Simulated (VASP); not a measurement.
Here is a VASP 6.6.1 calculation.

INCAR

```
SYSTEM = Ca2B
ALGO     = Normal         ! electronic algorithm
DIPOL    = 0.5 0.5 0.500
EDIFF    = 1E-7           ! SCF threshold, eV
ENCUT    = 520            ! plane-wave cutoff, eV
GGA      = PE             ! functional
IDIPOL   = 3            
ISIF     = 2              ! what is computed and relaxed
ISMEAR   = 0              ! smearing method
LASPH    = .TRUE.         ! aspherical terms in the spheres
LCHARG   = .FALSE.        ! write CHGCAR
LDIPOL   = .TRUE.       
LREAL    = .FALSE.        ! projectors in reciprocal space
LWAVE    = .FALSE.        ! write WAVECAR
NBANDS   = 18             ! bands
NELM     = 80             ! most SCF steps
PREC     = Accurate       ! precision mode
SIGMA    = 0.1            ! smearing width, eV
```

Contents of KPOINTS:

```
k-points
0
G
  6 6 1
  0 0 0
```

The input POSCAR:

```
Ca2B
1.0
    5.2083760000      0.0000000000      0.0000000000
   -2.6041880000      4.5105860000      0.0000000000
    0.0000000000      0.0000000000     15.0000000000
Ca B
2 1
Direct
    0.6666666700      0.3333333300      0.5034298000
    0.3333333300      0.6666666700      0.4965702000
    0.0000000000      0.0000000000      0.5000000000
```

Potentials or basis: VASP PAW PBE potentials, release 64 (Ca_sv, B).

Command:

```sh
$ cat potpaw_PBE.64/Ca_sv/POTCAR potpaw_PBE.64/B/POTCAR > POTCAR
$ mpirun -np 1 vasp_std > vasp.out
```

(1) Estimate the largest force.

(2) What does it give for the band gap on the k mesh?

Results:

(1) 0.162 eV/Å.

(2) zero (an odd number of electrons rules out a gap without spin polarisation).
